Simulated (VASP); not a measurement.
# Rb (Fd-3m) in VASP: a series of runs, part 2 of 2

VASP 6.6.1. The steps go on from the part before.

### Step 3. Relaxation of cell and atoms, BLYP

This run uses another cell than the first one, of 117.59 Å³/atom.

INCAR reads:

```
AGGAC = 1.0 ; AGGAX = 1.0
ALDAC = 0.0 ; ALDAX = 1.0
ALGO = Normal ; EDIFF = 1E-7
EDIFFG = -0.01 ; ENCUT = 600
GGA = B5 ; IBRION = 2
ISIF = 3 ; ISMEAR = -1
LASPH = T ; LCHARG = F
LREAL = F ; LWAVE = F
NELM = 100 ; NSW = 80
PREC = Accurate ; SIGMA = 0.1
```

KPOINTS reads:

```
k-points
0
Gamma
  6 6 6
```

POSCAR reads:

```
Rb
1.0
    0.0000000000      4.8991917204      4.8991917204
    4.8991917204      0.0000000000      4.8991917204
    4.8991917204      4.8991917204      0.0000000000
Rb
2
Direct
    0.1250000000      0.1250000000      0.1250000000
    0.8750000000      0.8750000000      0.8750000000
```

Potentials or basis: VASP PAW PBE potentials, release 64 (Rb_sv).

Launch:

```sh
$ cat potpaw_PBE.64/Rb_sv/POTCAR > POTCAR
$ mpirun -np 1 vasp_std > vasp.out
```

OUTCAR:

```text
EDIFF = 1E-7
   EDIFFG = -0.01
   ENCUT = 600
   GGA = B5
   IBRION = 2
   ISIF = 3
   ISMEAR = -1
   LASPH = T
   LREAL = F
   NELM = 100
   NSW = 80
   PREC = Accurate

 ion  position               nearest neighbor table
   1  0.125  0.125  0.125-   2 4.24   2 4.24   2 4.24   2 4.24
   2  0.875  0.875  0.875-   1 4.24   1 4.24   1 4.24   1 4.24

  LATTYP: Found a face centered cubic cell.
 ALAT       =     9.7983834408

  Lattice vectors:

 A1 = (   0.0000000000,   4.8991917204,   4.8991917204)
 A2 = (   4.8991917204,   0.0000000000,   4.8991917204)
 A3 = (   4.8991917204,   4.8991917204,   0.0000000000)

Analysis of symmetry for initial positions (statically):
=====================================================================
 Subroutine PRICEL returns:
 Original cell was already a primitive cell.

 Routine SETGRP: Setting up the symmetry group for a
 face centered cubic supercell.

 Subroutine GETGRP returns: Found 48 space group operations
 (whereof 12 operations were pure point group operations)
 out of a pool of 48 trial point group operations.

The static configuration has the point symmetry D_3d.
 The point group associated with its full space group is O_h .

Analysis of symmetry for dynamics (positions and initial velocities):
=====================================================================
 Subroutine PRICEL returns:
 Original cell was already a primitive cell.

 Routine SETGRP: Setting up the symmetry group for a
 face centered cubic supercell.

[... 141 lines left out ...]
  ---------------------------------------------------
  free energy    TOTEN  =        -0.88333279 eV

  energy without entropy =       -0.83981166  energy(sigma->0) =       -0.86157222

 E-fermi :   0.0478     XC(G=0):  -4.2699

 val. band max:        0.0413778308   @ k =   0.5000   0.5000   0.0000
 cond. band min:       0.1164520140   @ k =   0.5000   0.0000   0.0000
 fundamental gap:      0.0750741832
 Fermi energy:         0.0478049005

 k-point     1 :       0.0000    0.0000    0.0000
  band No.  band energies     occupation
      1     -29.2951      2.00000
      2     -29.2684      2.00000
      3     -13.4918      2.00000
      4     -13.4918      2.00000
      5     -13.4918      2.00000
      6     -13.3608      2.00000
      7     -13.3608      2.00000
      8     -13.3608      2.00000
      9      -1.6816      2.00000
     10       2.1109      0.00000
     11       2.1109      0.00000
     12       2.1172      0.00000
     13       2.1249      0.00000
[... 417 lines left out ...]
--------------------------------------- Ionic step        6  -------------------------------------------

 number of electron      18.0000000 magnetization

 Free energy of the ion-electron system (eV)
  ---------------------------------------------------
  ext. energy  EPLUGINS =         0.00000000
  ---------------------------------------------------
  free energy    TOTEN  =        -1.00570674 eV

  energy without entropy =       -0.95870863  energy(sigma->0) =       -0.98220769

 E-fermi :  -0.6315     XC(G=0):  -3.4971

 val. band max:       -0.6443454342   @ k =   0.5000   0.5000   0.0000
 cond. band min:      -0.6115510763   @ k =  -0.3333   0.5000   0.1667
 fundamental gap:      0.0327943579
 Fermi energy:        -0.6315016031

 k-point     1 :       0.0000    0.0000    0.0000
  band No.  band energies     occupation
      1     -29.8608      2.00000
      2     -29.8553      2.00000
      3     -14.0123      2.00000
      4     -14.0123      2.00000
      5     -14.0123      2.00000
      6     -13.9671      2.00000
      7     -13.9671      2.00000
      8     -13.9671      2.00000
      9      -1.8802      1.99999
     10       1.3031      0.00000
     11       1.3031      0.00000
     12       1.3031      0.00000
     13       1.5823      0.00000
[... 267 lines left out ...]
  FREE ENERGIE OF THE ION-ELECTRON SYSTEM (eV)
  ---------------------------------------------------
  free  energy   TOTEN  =        -1.0057067421 eV

  energy  without entropy=       -0.9587086332  energy(sigma->0) =       -0.98220769

 reached required accuracy - stopping structural energy minimisation
```

OSZICAR:

```text
N       E                     dE             d eps       ncg     rms          rms(c)
DAV:   1     0.140493840726E+03    0.14049E+03   -0.71163E+03   416   0.113E+03
DAV:   2     0.161437849162E+02   -0.12435E+03   -0.12049E+03   639   0.214E+02
DAV:   3     0.876226551679E-01   -0.16056E+02   -0.15757E+02   506   0.785E+01
[... 73 lines left out ...]
DAV:   5    -0.100562079219E+01   -0.14306E-03   -0.11733E-04   650   0.958E-02    0.368E-02
DAV:   6    -0.100567467226E+01   -0.53880E-04   -0.34627E-04   649   0.163E-01    0.277E-02
DAV:   7    -0.100570609164E+01   -0.31419E-04   -0.49103E-05   566   0.747E-02    0.661E-03
DAV:   8    -0.100570669150E+01   -0.59986E-06   -0.26204E-06   731   0.143E-02    0.217E-03
DAV:   9    -0.100570674206E+01   -0.50558E-07   -0.85422E-07   355   0.491E-03
   6 F= -.10057067E+01 E0= -.98220769E+00  d E =-.122374E+00
```

It took 5.6 min on 1 thread of Intel Xeon 6975P-C (Granite Rapids), shared host; peak memory 0.46 GiB.

Results:

| Quantity | Value |
| --- | --- |
| Free energy | -1.0057 eV |
| Relaxed volume | 168.40 Å³/atom |
| Relaxed cell | a = 7.810 Å, b = 7.810 Å, c = 7.810 Å, α = 60.00°, β = 60.00°, γ = 60.00° |
| Space group after relaxing (to 0.1 Å) | Fd-3m (No. 227) |
| Energy gained by relaxing | 61.2 meV/atom |
| Ionic steps | 6 |
| Pressure after relaxing | 0.0 GPa |
| Band gap on the k mesh | zero (bands 9 and 10 overlap by 0.03 eV) |

The path:
```
step  energy change (eV)  largest force (eV/Å)  pressure (GPa)  volume (Å³)
   1              0.0000                0.0000            0.50       235.18
   2             -0.0353                0.0000            0.39       247.87
   3             -0.1017                0.0000            0.15       288.67
   4             -0.1112                0.0000           -0.07       383.20
   5             -0.1221                0.0000           -0.01       344.04
   6             -0.1224                0.0000            0.00       336.80
```

Final structure:
```xyz
2
Lattice="0.0000 5.5222 5.5222 5.5222 0.0000 5.5222 5.5222 5.5222 0.0000" Properties=species:S:1:pos:R:3 pbc="T T T"
Rb    1.3806    1.3806    1.3806
Rb    9.6639    9.6639    9.6639
```

Caveat: the volume moved by over 15 % at a fixed basis, so the end points are rough; the PAW data sets were made with another functional, which shifts forces and pressure a little.
